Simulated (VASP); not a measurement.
A run of VASP 6.6.1:

The input POSCAR:

```
SnSe
1.0
    0.0000000000      3.0100000000      3.0100000000
    3.0100000000      0.0000000000      3.0100000000
    3.0100000000      3.0100000000      0.0000000000
Sn Se
1 1
Direct
    0.0000000000      0.0000000000      0.0000000000
    0.5000000000      0.5000000000      0.5000000000
```

Contents of INCAR.step1:

```
SYSTEM = SnSe
PREC     = Accurate       ! precision mode
ENCUT    = 520            ! plane-wave cutoff, eV
EDIFF    = 1E-5           ! SCF threshold, eV
ISMEAR   = -1             ! smearing method
SIGMA    = 0.05           ! smearing width, eV
LREAL    = .False.        ! projectors in reciprocal space
LASPH    = .True.         ! aspherical terms in the spheres
NELM     = 100            ! most SCF steps
ALGO     = Normal         ! electronic algorithm
ISIF     = 2              ! what is computed and relaxed
LWAVE    = .True.         ! write WAVECAR
LCHARG   = .False.        ! write CHGCAR
GGA      = PE             ! functional
NBANDS   = 17             ! bands
```

INCAR.step2

```
SYSTEM = SnSe
PREC     = Accurate       ! precision mode
ENCUT    = 520            ! plane-wave cutoff, eV
EDIFF    = 1E-6           ! SCF threshold, eV
ISMEAR   = -1             ! smearing method
SIGMA    = 0.05           ! smearing width, eV
LREAL    = .False.        ! projectors in reciprocal space
LASPH    = .True.         ! aspherical terms in the spheres
NELM     = 100            ! most SCF steps
ALGO     = Normal         ! electronic algorithm
ISIF     = 2              ! what is computed and relaxed
LWAVE    = .False.        ! write WAVECAR
LCHARG   = .False.        ! write CHGCAR
GGA      = PE             ! functional
LHFCALC  = .True.         ! exact exchange
AEXX     = 0.25           ! exact-exchange fraction
HFSCREEN = 0.2            ! screening, 1/A
PRECFOCK = Normal       
ISTART   = 1            
NBANDS   = 17             ! bands
```

Contents of KPOINTS:

```
Automatic mesh
0
Gamma
  4 4 4
  0 0 0
```

Potentials or basis: VASP PAW PBE potentials, release 64 (Sn_d, Se).

The run is started by

```bash
$ cat potpaw_PBE.64/Sn_d/POTCAR potpaw_PBE.64/Se/POTCAR > POTCAR
$ cp INCAR.step1 INCAR
$ mpirun -np 1 vasp_std > vasp.out
$ cp INCAR.step2 INCAR
$ mpirun -np 1 vasp_std > vasp.out
```

Hardware: 1 thread of Intel(R) Xeon(R) Platinum 8375C CPU @ 2.90GHz (Ice Lake), on a shared host.

Question: How long does it take, and how much memory?

Answer: Run time: 8.3 min on 1 thread of Intel(R) Xeon(R) Platinum 8375C CPU @ 2.90GHz (Ice Lake), on a shared host, peak memory 0.29 GiB. Counts: k points 8.
